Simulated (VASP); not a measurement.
# Li (P6_3/mmc) in VASP: further runs

The runs below take Li through single point, with PBEsol.

All numbers are computed with VASP 6.6.1; they aren't measurements. Logs are shortened: lines on timing, memory, paths and dates and some standing lists are left out, and cuts for length are marked.

**1. The cell of the first run**

Symmetry: P6_3/mmc, No. 194, hexagonal system. The conventional cell has a = 2.268 Å, b = 2.268 Å, c = 3.773 Å, α = 90.00°, β = 90.00°, γ = 120.00°. Li (site symmetry -6m2) has 12 Li at 2.27 to 2.30 Å within 3.0 Å.

This isn't the form of Li at room conditions, which is bcc.

**2. Single point, PBEsol**

Input file INCAR:

```
PREC     = Accurate       # precision mode
ENCUT    = 520            # plane-wave cutoff, eV
EDIFF    = 1E-6           # SCF threshold, eV
ISMEAR   = -1             # smearing method
SIGMA    = 0.1            # smearing width, eV
LREAL    = False          # projectors in reciprocal space
LASPH    = True           # aspherical terms in the spheres
NELM     = 60             # most SCF steps
ALGO     = Normal         # electronic algorithm
ISIF     = 2              # what is computed and relaxed
LWAVE    = False          # write WAVECAR
LCHARG   = False          # write CHGCAR
GGA      = PS             # functional
NBANDS   = 10             # bands
```

Input file KPOINTS:

```
Automatic mesh
0
Gamma
  19 19 10
```

Input file POSCAR:

```
Li
1.0
    2.2682673935      0.0000000000      0.0000000000
   -1.1341336968      1.9643771854      0.0000000000
    0.0000000000      0.0000000000      3.7729565476
Li
2
Direct
    0.3333333333      0.6666666667      0.2500000000
    0.6666666667      0.3333333333      0.7500000000
```

Potentials or basis: VASP PAW PBE potentials, release 64 (Li_sv).

Command:

```console
$ cat potpaw_PBE.64/Li_sv/POTCAR > POTCAR
$ mpirun -np 1 vasp_std > vasp.out
```

OUTCAR:

```text
PREC = Accurate
   ENCUT = 520
   EDIFF = 1E-6
   ISMEAR = -1
   LREAL = False
   LASPH = True
   NELM = 60
   ISIF = 2
   GGA = PS

 ion  position               nearest neighbor table
   1  0.333  0.667  0.250-   2 2.30   2 2.30   2 2.30   2 2.30   2 2.30   2 2.30
   2  0.667  0.333  0.750-   1 2.30   1 2.30   1 2.30   1 2.30   1 2.30   1 2.30

  LATTYP: Found a hexagonal cell.
 ALAT       =     2.2682673935
 C/A-ratio  =     1.6633649800

  Lattice vectors:

 A1 = (   2.2682673935,   0.0000000000,   0.0000000000)
 A2 = (  -1.1341336968,   1.9643771854,   0.0000000000)
 A3 = (   0.0000000000,   0.0000000000,   3.7729565476)

Analysis of symmetry for initial positions (statically):
=====================================================================
 Subroutine PRICEL returns:
 Original cell was already a primitive cell.

 Routine SETGRP: Setting up the symmetry group for a
 hexagonal supercell.

 Subroutine GETGRP returns: Found 24 space group operations
 (whereof 12 operations were pure point group operations)
 out of a pool of 24 trial point group operations.

The static configuration has the point symmetry D_3d.
 The point group associated with its full space group is D_6h.

Analysis of symmetry for dynamics (positions and initial velocities):
=====================================================================
 Subroutine PRICEL returns:
 Original cell was already a primitive cell.

 Routine SETGRP: Setting up the symmetry group for a
 hexagonal supercell.

 Subroutine GETGRP returns: Found 24 space group operations
 (whereof 12 operations were pure point group operations)
 out of a pool of 24 trial point group operations.

The dynamic configuration has the point symmetry D_3d.
 The point group associated with its full space group is D_6h.

 Subroutine INISYM returns: Found 24 space group operations
 (whereof 12 operations are pure point group operations),
 and found     1 'primitive' translations

----------------------------------------------------------------------------------------

                                     Primitive cell

  volume of cell :      16.8113

  direct lattice vectors                    reciprocal lattice vectors
     2.268267393  0.000000000  0.000000000     0.440865130  0.254533602  0.000000000
    -1.134133697  1.964377185  0.000000000     0.000000000  0.509067203  0.000000000
     0.000000000  0.000000000  3.772956548     0.000000000  0.000000000  0.265044134

  length of vectors
     2.268267393  2.268267394  3.772956548     0.509067203  0.509067203  0.265044134

  position of ions in fractional coordinates (direct lattice)
     0.333333333  0.666666667  0.250000000
     0.666666667  0.333333333  0.750000000

  ion indices of the primitive-cell ions
   primitive index   ion index
                 1           1
                 2           2

----------------------------------------------------------------------------------------

 KPOINTS: Automatic mesh

Automatic generation of k-mesh.
 Grid dimensions read from file:
 generate k-points for:   19   19   10

 Generating k-lattice:

  Cartesian coordinates                     Fractional coordinates (reciprocal lattice)
     0.023203428  0.013396505  0.000000000     0.052631579 -0.000000000  0.000000000
     0.000000000  0.026793011  0.000000000     0.000000000  0.052631579  0.000000000
     0.000000000  0.000000000  0.026504413     0.000000000  0.000000000  0.100000000

  Length of vectors
     0.026793011  0.026793011  0.026504413

  Shift w.r.t. Gamma in fractional coordinates (k-lattice)
     0.000000000  0.000000000  0.000000000

 Subroutine IBZKPT returns following result:
 ===========================================

 Found    240 irreducible k-points:

 Following reciprocal coordinates:
            Coordinates               Weight
  0.000000  0.000000  0.000000      1.000000
  0.052632 -0.000000  0.000000      6.000000
  0.105263 -0.000000  0.000000      6.000000
  0.157895 -0.000000  0.000000      6.000000
  0.210526 -0.000000  0.000000      6.000000
  0.263158  0.000000  0.000000      6.000000
[... 16 lines left out ...]
  0.263158  0.105263  0.000000     12.000000
  0.315789  0.105263  0.000000     12.000000
 [... further k-points ...]
   k-points           NKPTS =    240   k-points in BZ     NKDIM =    240   number of bands    NBANDS=     10
   number of dos      NEDOS =    301   number of ions     NIONS =      2
   total plane-waves  NPLWV =   9072
   dimension x,y,z NGX =    18 NGY =   18 NGZ =   28
   dimension x,y,z NGXF=    36 NGYF=   36 NGZF=   56
   ions per type =               2
   NGX,Y,Z   is equivalent  to a cutoff of  13.19, 13.19, 12.34 a.u.
   NGXF,Y,Z  is equivalent  to a cutoff of  26.39, 26.39, 24.68 a.u.
 SYSTEM =  unknown system
   PREC   = accura    normal or accurate (medium, high low for compatibility)
   ISTART =      0    job   : 0-new  1-cont  2-samecut
   ICHARG =      2    charge: 1-file 2-atom 10-const
   ISPIN  =      1    spin polarized calculation?
   LNONCOLLINEAR =      F non collinear calculations
   LSORBIT =      F    spin-orbit coupling
   LASPH  =      T    aspherical Exc in radial PAW
   ENCUT  =  520.0 eV  38.22 Ry    6.18 a.u.   4.22  4.22  7.02*2*pi/ulx,y,z
   NELM   =     60;   NELMIN=  2; NELMDL= -5     # of ELM steps
   EDIFF  = 0.1E-05   stopping-criterion for ELM
   LREAL  =      F    real-space projection
   EDIFFG = 0.1E-04   stopping-criterion for IOM
   NSW    =      0    number of steps for IOM
   IBRION =     -1    ionic relax: 0-MD 1-quasi-New 2-CG
   NFREE  =      0    steps in history (QN), initial steepest desc. (CG)
   ISIF   =      2    stress and relaxation
   ISYM   =      2    0-nonsym 1-usesym 2-fastsym
   POTIM  = 0.5000    time-step for ionic-motion
   TEBEG  =    0.0;   TEEND  =   0.0 temperature during run
   PSTRESS=    0.0 pullay stress
   NELECT =       6.0000    total number of electrons
   NUPDOWN=      -1.0000    fix difference up-down
   EMIN   =  10.00;   EMAX   =-10.00  energy-range for DOS
   EFERMI =   0.00;   METHOD = LEGACY
   ISMEAR =    -1;   SIGMA  =   0.10  broadening in eV -4-tet -1-fermi 0-gaus
   EFERMI_NEDOS =   21; number of points for ismear=-14 and -15
   IALGO  =     38    algorithm
   IMIX   =      4    mixing-type and parameters
     AMIX     =   0.40;   BMIX     =  1.00
     AMIX_MAG =   1.60;   BMIX_MAG =  1.00
  volume/ion in A,a.u.               =       8.41        56.72
  Fermi-wavevector in a.u.,A,eV,Ry     =   1.161248  2.194440 18.347411  1.348497
  Thomas-Fermi vector in A             =   2.297822
   LORBIT       =      0    0 simple, 1 ext, 2 COOP (PROOUT), +10 PAW based schemes
   GGA     = PS    functional components
   LHFCALC =     F    Hartree Fock is set to
   AEXX    =    0.0000 exact exchange contribution
   IVDW    =     0    specifies the selected vdW correction
   LEPSILON=     F    determine dielectric tensor
   LRPA    =     F    only Hartree local field effects (RPA)
 non-spin polarized calculation
  energy-cutoff  :      520.00
  volume of cell :       16.81
 maximum number of plane-waves:       465
 NGX is ok and might be reduce to    18
   NGX =  9   NGY =  9   NGZ = 15

 number of electron       5.9999991 magnetization

 Free energy of the ion-electron system (eV)
  ---------------------------------------------------
  ext. energy  EPLUGINS =         0.00000000
  ---------------------------------------------------
  free energy    TOTEN  =        -1.95106664 eV

  energy without entropy =       -1.92529763  energy(sigma->0) =       -1.93818214

 E-fermi :   4.2258     XC(G=0):  -9.5589

 val. band max:        4.1959192964   @ k =   0.2105  -0.0000   0.2000
 cond. band min:       4.2491173415   @ k =   0.1579   0.1579   0.3000
 fundamental gap:      0.0531980451
 Fermi energy:         4.2258074801

 k-point     1 :       0.0000    0.0000    0.0000
  band No.  band energies     occupation
      1     -40.9110      2.00000
      2     -40.5266      2.00000
      3       0.3011      2.00000
      4       3.3905      1.99953
      5      11.5928      0.00000
      6      26.9754      0.00000
      7      26.9754      0.00000
      8      29.2916      0.00000
      9      29.2916      0.00000
     10      29.6647      0.00000

 k-point     2 :       0.0526   -0.0000    0.0000
  band No.  band energies     occupation
      1     -40.9006      2.00000
      2     -40.5217      2.00000
      3       0.3450      2.00000
      4       3.4969      1.99864
      5      11.5378      0.00000
      6      26.1086      0.00000
      7      26.2258      0.00000
      8      29.3847      0.00000
      9      29.6323      0.00000
     10      29.8434      0.00000

 k-point     3 :       0.1053   -0.0000    0.0000
  band No.  band energies     occupation
      1     -40.8721      2.00000
      2     -40.5078      2.00000
      3       0.4735      2.00000
      4       3.8157      1.96741
      5      11.3714      0.00000
      6      24.1770      0.00000
      7      24.9281      0.00000
      8      29.4073      0.00000
      9      29.6687      0.00000
     10      30.3068      0.00000

 k-point     4 :       0.1579   -0.0000    0.0000
  band No.  band energies     occupation
      1     -40.8274      2.00000
      2     -40.4871      2.00000
      3       0.6925      2.00000
      4       4.3467      0.45988
      5      11.0922      0.00000
      6      22.0262      0.00000
      7      23.6416      0.00000
      8      28.5254      0.00000
      9      29.1345      0.00000
     10      30.0638      0.00000
[... 222 lines left out ...]
 k-point    22 :       0.2105    0.1053    0.0000
  band No.  band energies     occupation
      1     -40.6862      2.00000
      2     -40.4288      2.00000
      3       1.5842      2.00000
      4       6.3599      0.00000
      5      10.1976      0.00000
      6      17.0248      0.00000
      7      20.4819      0.00000
      8      24.0696      0.00000
      9      26.4921      0.00000
     10      28.1357      0.00000

 k-point    23 :       0.2632    0.1053    0.0000
  band No.  band energies     occupation
      1     -40.6237      2.00000
      2     -40.4083      2.00000
      3       2.1236      2.00000
      4       7.5200      0.00000
      5       9.5751      0.00000
      6      15.7469      0.00000
      7      19.2593      0.00000
      8      21.4974      0.00000
      9      25.2543      0.00000
     10      27.7557      0.00000

 k-point    24 :       0.3158    0.1053    0.0000
  band No.  band energies     occupation
      1     -40.5661      2.00000
      2     -40.3942      2.00000
      3       2.7603      2.00000
      4       8.7370      0.00000
      5       8.8818      0.00000
      6      15.0345      0.00000
      7      18.1177      0.00000
      8      18.9920      0.00000
      9      24.3277      0.00000
     10      27.1941      0.00000

 [... further k-points ...]

------------------------ aborting loop because EDIFF is reached ----------------------------------------

  FORCE on cell =-STRESS in cart. coord.  units (eV):
  Direction    XX          YY          ZZ          XY          YZ          ZX
  --------------------------------------------------------------------------------------
  -------------------------------------------------------------------------------------
  Total        5.4053028      5.4053028      5.4097053     -0.0000000     -0.0000000      0.0000000
  in kB      515.1452171    515.1452171    515.5647988     -0.0000000     -0.0000000      0.0000000
  external PRESSURE =     515.2850777 kB  Pullay stress =       0.0000000 kB

 VOLUME and BASIS-vectors are now :
 -----------------------------------------------------------------------------
  energy-cutoff  :      520.00
  volume of cell :       16.81
      direct lattice vectors                 reciprocal lattice vectors
     2.268267393  0.000000000  0.000000000     0.440865130  0.254533602  0.000000000
    -1.134133697  1.964377185  0.000000000     0.000000000  0.509067203  0.000000000
     0.000000000  0.000000000  3.772956548     0.000000000  0.000000000  0.265044134

 POSITION                                       TOTAL-FORCE (eV/Angst)
 -----------------------------------------------------------------------------------
     -0.00000      1.30958      0.94324        -0.000000      0.000000      0.000000
      1.13413      0.65479      2.82972         0.000000     -0.000000      0.000000
 -----------------------------------------------------------------------------------
    total drift:                               -0.000000      0.000000      0.000000

  FREE ENERGIE OF THE ION-ELECTRON SYSTEM (eV)
  ---------------------------------------------------
  free  energy   TOTEN  =        -1.9510666445 eV

  energy  without entropy=       -1.9252976338  energy(sigma->0) =       -1.93818214
```

Wall time 18 s (1 thread of Intel Xeon Platinum 8488C (Sapphire Rapids), shared host); peak memory 0.14 GiB.

Results:

```
Free energy            : -1.9511 eV
Band gap on the k mesh : zero (bands 3 and 4 overlap by 6.01 eV)
```

Levels at points of the mesh, in eV from the Fermi level:
```csv
k point,band 1,band 2,band 3,band 4,band 5,band 6,band 7
"(0.00, 0.00, 0.00)",-45.14,-44.75,-3.92,-0.84,7.37,22.75,22.75
"(0.00, 0.00, 0.50)",-44.95,-44.95,-2.88,-2.88,14.31,14.31,24.36
```

Caveat: the cutoff is under 1.25 times the usual one of these potentials, so pressure, stress and relaxed cells hold a basis-set (Pulay) error; the PAW data sets were made with another functional, which shifts forces and pressure a little.

**3. Single point, PBEsol**

Input file INCAR:

```
SYSTEM = Li
PREC = Accurate
ENCUT = 520
EDIFF = 1E-6
ISMEAR = -1
SIGMA = 0.1
LREAL = .FALSE.
LASPH = .TRUE.
NELM = 100
ALGO = Normal
ISIF = 2
LWAVE = .FALSE.
LCHARG = .FALSE.
GGA = PS
NBANDS = 10
```

Input file KPOINTS:

```
regular mesh
0
G
  19 19 10
  0 0 0
```

POSCAR is that of step 2.

Potentials or basis: VASP PAW PBE potentials, release 64 (Li_sv).

Command:

```console
$ cat potpaw_PBE.64/Li_sv/POTCAR > POTCAR
$ mpirun -np 1 vasp_std > vasp.out
```

It took 17 s on 1 thread of Intel Xeon Platinum 8488C (Sapphire Rapids), shared host; peak memory 0.14 GiB.

Results (log left out):

- Free energy: -1.9511 eV
- Band gap on the k mesh: zero (bands 3 and 4 overlap by 6.01 eV)

Levels at points of the mesh, in eV from the Fermi level:
```
           k point  band 1  band 2  band 3  band 4  band 5  band 6
(0.00, 0.00, 0.00)  -45.14  -44.75   -3.92   -0.84    7.37   22.75
(0.00, 0.00, 0.50)  -44.95  -44.95   -2.88   -2.88   14.31   14.31
```

Caveat: the cutoff is under 1.25 times the usual one of these potentials, so pressure, stress and relaxed cells hold a basis-set (Pulay) error; the PAW data sets were made with another functional, which shifts forces and pressure a little.
